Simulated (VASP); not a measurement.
# NaCl (Pm-3m) in VASP: a series of runs, part 2 of 2

VASP 6.6.1. The steps go on from the part before.

### Step 3. Single point, PBE-based screened hybrid

Contents of POSCAR:

```
NaCl
1.0
    3.4595458397      0.0000000000      0.0000000000
    0.0000000000      3.4595458397      0.0000000000
    0.0000000000      0.0000000000      3.4595458397
Na Cl
1 1
Direct
    0.0000000000      0.0000000000      0.0000000000
    0.5000000000      0.5000000000      0.5000000000
```

Contents of INCAR.step1:

```
ALGO = Normal ; EDIFF = 1E-5
ENCUT = 520 ; GGA = PE
ISIF = 2 ; ISMEAR = 0
LASPH = T ; LCHARG = F
LREAL = F ; LWAVE = T
NBANDS = 14 ; NELM = 60
PREC = Accurate ; SIGMA = 0.01
```

Contents of INCAR.step2:

```
AEXX = 1.0 ; AGGAC = 1.0
ALDAC = 1.0 ; ALGO = Normal
EDIFF = 1E-6 ; ENCUT = 520
GGA = PE ; HFSCREEN = 0.3
ISIF = 2 ; ISMEAR = 0
ISTART = 1 ; LASPH = T
LCHARG = F ; LHFCALC = T
LREAL = F ; LWAVE = F
NBANDS = 14 ; NELM = 60
PREC = Accurate ; PRECFOCK = Normal
SIGMA = 0.01
```

Contents of KPOINTS:

```
k-points
0
Gamma
  4 4 4
```

Potentials or basis: VASP PAW PBE potentials, release 64 (Na_pv, Cl).

The run is started by

```bash
$ cat potpaw_PBE.64/Na_pv/POTCAR potpaw_PBE.64/Cl/POTCAR > POTCAR
$ cp INCAR.step1 INCAR
$ mpirun -np 1 vasp_std > vasp.out
$ cp INCAR.step2 INCAR
$ mpirun -np 1 vasp_std > vasp.out
```

OUTCAR:

```text
AEXX = 1.0
   EDIFF = 1E-6
   ENCUT = 520
   GGA = PE
   HFSCREEN = 0.3
   ISIF = 2
   ISMEAR = 0
   ISTART = 1
   LASPH = T
   LHFCALC = T
   LREAL = F
   NELM = 60
   PREC = Accurate
   PRECFOCK = Normal

 ion  position               nearest neighbor table
   1  0.000  0.000  0.000-
   2  0.500  0.500  0.500-

  LATTYP: Found a simple cubic cell.
 ALAT       =     3.4595458397

  Lattice vectors:

 A1 = (   3.4595458397,   0.0000000000,   0.0000000000)
 A2 = (   0.0000000000,   3.4595458397,   0.0000000000)
 A3 = (   0.0000000000,   0.0000000000,   3.4595458397)

Analysis of symmetry for initial positions (statically):
=====================================================================
 Subroutine PRICEL returns:
 Original cell was already a primitive cell.

 Routine SETGRP: Setting up the symmetry group for a
 simple cubic supercell.

 Subroutine GETGRP returns: Found 48 space group operations
 (whereof 48 operations were pure point group operations)
[... 166 lines left out ...]
  band No.  band energies     occupation
      1     -33.0442      2.00000
      2     -33.0442      2.00000
      3     -33.0442      2.00000
      4     -20.8316      2.00000
      5      -3.2385      2.00000
      6      -3.2385      2.00000
      7      -3.2385      2.00000
      8       6.0487      0.00000
      9      10.4548      0.00000
     10      10.4548      0.00000
     11      19.2942      0.00000
     12      19.4223      0.00000
     13      19.4547      0.00000
     14      19.4884      0.00000
[... 139 lines left out ...]
      1     -33.0639      2.00000
      2     -33.0639      2.00000
      3     -33.0639      2.00000
      4     -19.5635      2.00000
      5      -5.0442      2.00000
      6      -5.0442      2.00000
      7      -5.0442      2.00000
      8       8.9476      0.00000
      9       8.9476      0.00000
     10       8.9476      0.00000
     11      14.8320      0.00000
     12      19.7201      0.00000
     13      19.7201      0.00000
     14      19.7201      0.00000

------------------------ aborting loop because EDIFF is reached ----------------------------------------

  FORCE on cell =-STRESS in cart. coord.  units (eV):
  Direction    XX          YY          ZZ          XY          YZ          ZX
  --------------------------------------------------------------------------------------
  -------------------------------------------------------------------------------------
  Total       -0.1955323     -0.1955323     -0.1955323      0.0000000      0.0000000     -0.0000000
  in kB       -7.5660965     -7.5660965     -7.5660965      0.0000000      0.0000000     -0.0000000
  external PRESSURE =      -7.5660965 kB  Pullay stress =       0.0000000 kB

 VOLUME and BASIS-vectors are now :
 -----------------------------------------------------------------------------
  energy-cutoff  :      520.00
  volume of cell :       41.41
      direct lattice vectors                 reciprocal lattice vectors
     3.459545840  0.000000000  0.000000000     0.289055282  0.000000000  0.000000000
     0.000000000  3.459545840  0.000000000     0.000000000  0.289055282  0.000000000
     0.000000000  0.000000000  3.459545840     0.000000000  0.000000000  0.289055282

 POSITION                                       TOTAL-FORCE (eV/Angst)
 -----------------------------------------------------------------------------------
      0.00000      0.00000      0.00000         0.000000      0.000000      0.000000
      1.72977      1.72977      1.72977         0.000000      0.000000      0.000000
 -----------------------------------------------------------------------------------
    total drift:                                0.000004      0.000001      0.000003

  FREE ENERGIE OF THE ION-ELECTRON SYSTEM (eV)
  ---------------------------------------------------
  free  energy   TOTEN  =       -10.3411969224 eV

  energy  without entropy=      -10.3411969224  energy(sigma->0) =      -10.34119692
```

OUTCAR.step1:

```text
EDIFF = 1E-5
   ENCUT = 520
   GGA = PE
   ISIF = 2
   ISMEAR = 0
[... 375 lines left out ...]
 -----------------------------------------------------------------------------------
      0.00000      0.00000      0.00000         0.000000      0.000000      0.000000
      1.72977      1.72977      1.72977         0.000000      0.000000      0.000000
 -----------------------------------------------------------------------------------
    total drift:                                0.000000      0.000000      0.000000

  FREE ENERGIE OF THE ION-ELECTRON SYSTEM (eV)
  ---------------------------------------------------
  free  energy   TOTEN  =        -6.4531527707 eV

  energy  without entropy=       -6.4531527707  energy(sigma->0) =       -6.45315277
```

OSZICAR.step1:

```text
N       E                     dE             d eps       ncg     rms          rms(c)
DAV:   1     0.107980983936E+03    0.10798E+03   -0.71185E+03   280   0.100E+03
DAV:   2     0.187971636719E+01   -0.10610E+03   -0.94472E+02   334   0.285E+02
DAV:   3    -0.656544885177E+01   -0.84452E+01   -0.83922E+01   322   0.748E+01
DAV:   4    -0.670176932513E+01   -0.13632E+00   -0.13627E+00   352   0.985E+00
DAV:   5    -0.670462853121E+01   -0.28592E-02   -0.28590E-02   370   0.148E+00    0.233E+00
DAV:   6    -0.648286272503E+01    0.22177E+00   -0.29677E-01   362   0.343E+00    0.166E+00
DAV:   7    -0.645313353909E+01    0.29729E-01   -0.92569E-02   386   0.185E+00    0.115E+00
DAV:   8    -0.645330273782E+01   -0.16920E-03   -0.10590E-02   298   0.943E-01    0.422E-01
DAV:   9    -0.645308052377E+01    0.22221E-03   -0.44713E-04   364   0.160E-01    0.182E-01
DAV:  10    -0.645315459019E+01   -0.74066E-04   -0.19987E-04   286   0.109E-01    0.248E-02
DAV:  11    -0.645315277067E+01    0.18195E-05   -0.82042E-06   334   0.263E-02
   1 F= -.64531528E+01 E0= -.64531528E+01  d E =-.455603E-19
```

It took 2.7 min on 1 thread of AMD EPYC 7R13 (Zen 3), shared host; peak memory 0.22 GiB.

Results:

```
Free energy            : -10.3412 eV
Pressure               : -0.8 GPa
Band gap on the k mesh : 8.63 eV, indirect (least direct gap 9.29 eV)
```

Levels at points of the mesh, in eV from the valence-band top:
| k point | band 4 | band 5 | band 6 | band 7 | band 8 | band 9 | band 10 | band 11 |
| --- | --- | --- | --- | --- | --- | --- | --- | --- |
| (0.00, 0.00, 0.00) | -18.25 | -0.66 | -0.66 | -0.66 | 8.63 | 13.04 | 13.04 | 21.87 |
| (0.50, 0.00, 0.00) | -17.76 | -3.70 | -0.34 | -0.34 | 11.65 | 13.96 | 15.32 | 17.11 |
| (0.50, 0.50, 0.00) | -17.37 | -2.97 | -2.97 | 0.00 | 9.92 | 14.88 | 16.48 | 16.48 |
| (0.50, 0.50, 0.50) | -16.98 | -2.46 | -2.46 | -2.46 | 11.53 | 11.53 | 11.53 | 17.41 |

Caveat: the k points lie up to 0.45 Å⁻¹ apart; the PAW data sets were made with another functional, which shifts forces and pressure a little.

### Step 4. Single point, PBE-based screened hybrid

POSCAR is that of step 3.

Contents of INCAR.step1:

```
  PREC = Accurate
  ENCUT = 520
  EDIFF = 1E-5
  ISMEAR = 0
  SIGMA = 0.01
  LREAL = False
  LASPH = True
  NELM = 60
  ALGO = Normal
  ISIF = 2
  LWAVE = True
  GGA = PE
  NBANDS = 14
```

Contents of INCAR.step2:

```
  PREC = Accurate
  ENCUT = 520
  EDIFF = 1E-6
  ISMEAR = 0
  SIGMA = 0.01
  LREAL = False
  LASPH = True
  NELM = 60
  ALGO = Normal
  ISIF = 2
  LWAVE = False
  LCHARG = True
  GGA = PE
  LHFCALC = True
  AEXX = 0.75
  HFSCREEN = 0.5
  PRECFOCK = Normal
  LELF = True
  LVHAR = True
  ISTART = 1
  NBANDS = 14
```

Contents of KPOINTS:

```
regular mesh
0
Gamma
  4 4 4
```

Potentials or basis: VASP PAW PBE potentials, release 64 (Na_pv, Cl).

The run is started by

```bash
$ cat potpaw_PBE.64/Na_pv/POTCAR potpaw_PBE.64/Cl/POTCAR > POTCAR
$ cp INCAR.step1 INCAR
$ mpirun -np 1 vasp_std > vasp.out
$ cp INCAR.step2 INCAR
$ mpirun -np 1 vasp_std > vasp.out
```

OUTCAR:

```text
PREC = Accurate
   ENCUT = 520
   EDIFF = 1E-6
   ISMEAR = 0
   LREAL = False
   LASPH = True
   NELM = 60
   ISIF = 2
   GGA = PE
   LHFCALC = True
   AEXX = 0.75
   HFSCREEN = 0.5
   PRECFOCK = Normal
   ISTART = 1

 ion  position               nearest neighbor table
   1  0.000  0.000  0.000-
   2  0.500  0.500  0.500-

  LATTYP: Found a simple cubic cell.
 ALAT       =     3.4595458397

  Lattice vectors:

 A1 = (   3.4595458397,   0.0000000000,   0.0000000000)
 A2 = (   0.0000000000,   3.4595458397,   0.0000000000)
 A3 = (   0.0000000000,   0.0000000000,   3.4595458397)

Analysis of symmetry for initial positions (statically):
=====================================================================
 Subroutine PRICEL returns:
 Original cell was already a primitive cell.

 Routine SETGRP: Setting up the symmetry group for a
 simple cubic supercell.

 Subroutine GETGRP returns: Found 48 space group operations
 (whereof 48 operations were pure point group operations)
 out of a pool of 48 trial point group operations.

The static configuration has the point symmetry O_h .
[... 166 lines left out ...]
      3     -28.9076      2.00000
      4     -17.5613      2.00000
      5      -1.5658      2.00000
      6      -1.5658      2.00000
      7      -1.5658      2.00000
      8       5.2888      0.00000
      9       9.7064      0.00000
     10       9.7064      0.00000
     11      17.9772      0.00000
     12      18.0510      0.00000
     13      18.0594      0.00000
     14      18.0650      0.00000
[... 139 lines left out ...]
      1     -28.9288      2.00000
      2     -28.9288      2.00000
      3     -28.9288      2.00000
      4     -16.4402      2.00000
      5      -3.1931      2.00000
      6      -3.1931      2.00000
      7      -3.1931      2.00000
      8       8.2357      0.00000
      9       8.2357      0.00000
     10       8.2357      0.00000
     11      13.6107      0.00000
     12      18.3362      0.00000
     13      18.3362      0.00000
     14      18.3362      0.00000

------------------------ aborting loop because EDIFF is reached ----------------------------------------

  FORCE on cell =-STRESS in cart. coord.  units (eV):
  Direction    XX          YY          ZZ          XY          YZ          ZX
  --------------------------------------------------------------------------------------
  -------------------------------------------------------------------------------------
  Total       -0.0274537     -0.0274537     -0.0274537     -0.0000000     -0.0000000      0.0000000
  in kB       -1.0623162     -1.0623162     -1.0623162     -0.0000000     -0.0000000      0.0000000
  external PRESSURE =      -1.0623162 kB  Pullay stress =       0.0000000 kB

 VOLUME and BASIS-vectors are now :
 -----------------------------------------------------------------------------
  energy-cutoff  :      520.00
  volume of cell :       41.41
      direct lattice vectors                 reciprocal lattice vectors
     3.459545840  0.000000000  0.000000000     0.289055282  0.000000000  0.000000000
     0.000000000  3.459545840  0.000000000     0.000000000  0.289055282  0.000000000
     0.000000000  0.000000000  3.459545840     0.000000000  0.000000000  0.289055282

 POSITION                                       TOTAL-FORCE (eV/Angst)
 -----------------------------------------------------------------------------------
      0.00000      0.00000      0.00000         0.000000      0.000000      0.000000
      1.72977      1.72977      1.72977         0.000000      0.000000      0.000000
 -----------------------------------------------------------------------------------
    total drift:                                0.000003     -0.000001      0.000002

  FREE ENERGIE OF THE ION-ELECTRON SYSTEM (eV)
  ---------------------------------------------------
  free  energy   TOTEN  =        -8.4187602191 eV

  energy  without entropy=       -8.4187602191  energy(sigma->0) =       -8.41876022
```

OSZICAR.step1:

```text
N       E                     dE             d eps       ncg     rms          rms(c)
DAV:   1     0.107980983936E+03    0.10798E+03   -0.71185E+03   280   0.100E+03
DAV:   2     0.187971636719E+01   -0.10610E+03   -0.94472E+02   334   0.285E+02
DAV:   3    -0.656544885177E+01   -0.84452E+01   -0.83922E+01   322   0.748E+01
DAV:   4    -0.670176932513E+01   -0.13632E+00   -0.13627E+00   352   0.985E+00
DAV:   5    -0.670462853121E+01   -0.28592E-02   -0.28590E-02   370   0.148E+00    0.233E+00
DAV:   6    -0.648286272503E+01    0.22177E+00   -0.29677E-01   362   0.343E+00    0.166E+00
DAV:   7    -0.645313353909E+01    0.29729E-01   -0.92569E-02   386   0.185E+00    0.115E+00
DAV:   8    -0.645330273782E+01   -0.16920E-03   -0.10590E-02   298   0.943E-01    0.422E-01
DAV:   9    -0.645308052377E+01    0.22221E-03   -0.44713E-04   364   0.160E-01    0.182E-01
DAV:  10    -0.645315459019E+01   -0.74066E-04   -0.19987E-04   286   0.109E-01    0.248E-02
DAV:  11    -0.645315277067E+01    0.18195E-05   -0.82042E-06   334   0.263E-02
   1 F= -.64531528E+01 E0= -.64531528E+01  d E =-.455603E-19
```

Wall time 2.3 min (1 thread of AMD EPYC 7R13 (Zen 3), shared host); peak memory 0.22 GiB.

What came out:

- Free energy: -8.4188 eV
- Pressure: -0.1 GPa
- Band gap on the k mesh: 6.27 eV, indirect (least direct gap 6.85 eV)

Levels at points of the mesh, in eV from the valence-band top:
| k point | band 3 | band 4 | band 5 | band 6 | band 7 | band 8 | band 9 | band 10 | band 11 | band 12 |
| --- | --- | --- | --- | --- | --- | --- | --- | --- | --- | --- |
| (0.00, 0.00, 0.00) | -27.93 | -16.58 | -0.59 | -0.59 | -0.59 | 6.27 | 10.69 | 10.69 | 18.96 | 19.03 |
| (0.50, 0.00, 0.00) | -27.93 | -16.15 | -3.36 | -0.31 | -0.31 | 9.26 | 11.31 | 12.79 | 14.43 | 14.43 |
| (0.50, 0.50, 0.00) | -27.92 | -15.81 | -2.67 | -2.67 | 0.00 | 7.61 | 12.32 | 13.85 | 13.85 | 15.22 |
| (0.50, 0.50, 0.50) | -27.95 | -15.46 | -2.21 | -2.21 | -2.21 | 9.21 | 9.21 | 9.21 | 14.59 | 19.32 |

Caveat: the k points lie up to 0.45 Å⁻¹ apart; the PAW data sets were made with another functional, which shifts forces and pressure a little.

### Step 5. The runs side by side

```tsv
share of exact exchange	screening parameter	gap on the mesh (eV)	pressure (GPa)
0.3	0.2078 1/Å	5.69	0.5
1	0.3 1/Å	8.63	-0.8
0.75	0.5 1/Å	6.27	-0.1
```

Alike in all rows: task single point; level PBE-based screened hybrid; potentials or basis VASP PAW PBE potentials, release 64 (Na_pv, Cl); no spin polarisation; cell as given; k mesh 4 × 4 × 4; cutoff (eV) 520; smearing gaussian 0.01 eV.

Caveats: all runs use coarse meshes; the PAW data sets were made with another functional, which shifts forces and pressure a little.

Absolute energies hang on the potentials; compare differences alone.
